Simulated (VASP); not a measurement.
# ZnO: single point with r2SCAN

Crystal: ZnO.

```
Zn O
1.0
     3.23535    0.00000    0.00000
    -1.61768    2.80190    0.00000
     0.00000    0.00000    5.21091
Zn O
2 2
Direct
  0.33333 0.66667 0.49966
  0.66667 0.33333 0.99966
  0.66667 0.33333 0.37935
  0.33333 0.66667 0.87935
```

```
Program                : VASP 6.6.1
Task                   : single point
Functional             : r2SCAN
Potentials or basis    : VASP PAW PBE potentials, release 64 (Zn, O)
Cutoff                 : 520 eV
k mesh                 : 12 × 12 × 6
Occupations            : gaussian, width 0.01 eV
Spin                   : no spin polarisation
Dipole correction      : no
Further INCAR settings : ALGO = Normal; EDIFF = 1e-06; NBANDS = 26
```

```json
{
  "Pressure": "1.0 GPa",
  "Largest force": "0.008 eV/Å",
  "Band gap on the k mesh": "1.23 eV"
}
```

Forces on the atoms (eV/Å):
```
Zn   0.000  0.000 -0.008
Zn   0.000  0.000 -0.008
O    0.000  0.000  0.008
O    0.000  0.000  0.008
```

Stress tensor (GPa, compression positive):
```
0.99 0.00 0.00
0.00 0.99 0.00
0.00 0.00 1.11
```

Levels at points of the mesh, in eV from the valence-band top:
```tsv
k point	band 15	band 16	band 17	band 18	band 19	band 20	band 21	band 22
(0.00, 0.00, 0.00)	-0.82	-0.10	0.00	0.00	1.23	5.87	8.83	13.73
(0.50, 0.00, 0.00)	-2.87	-2.34	-1.31	-0.87	6.43	7.36	8.08	9.32
(0.00, 0.00, 0.50)	-0.40	-0.40	-0.40	-0.40	3.94	3.94	10.83	10.83
(0.50, 0.00, 0.50)	-1.56	-1.56	-1.41	-1.41	6.25	6.25	9.18	9.18
```

It took 3.9 min on 1 thread of Intel(R) Xeon(R) Platinum 8259CL CPU @ 2.50GHz (Skylake/Cascade Lake) (shared host), peak memory 0.22 GiB.

Caveat: the PAW data sets were made with another functional, which shifts forces and pressure a little. r2SCAN opens gaps a little over a GGA but as a rule still falls short of measured ones.
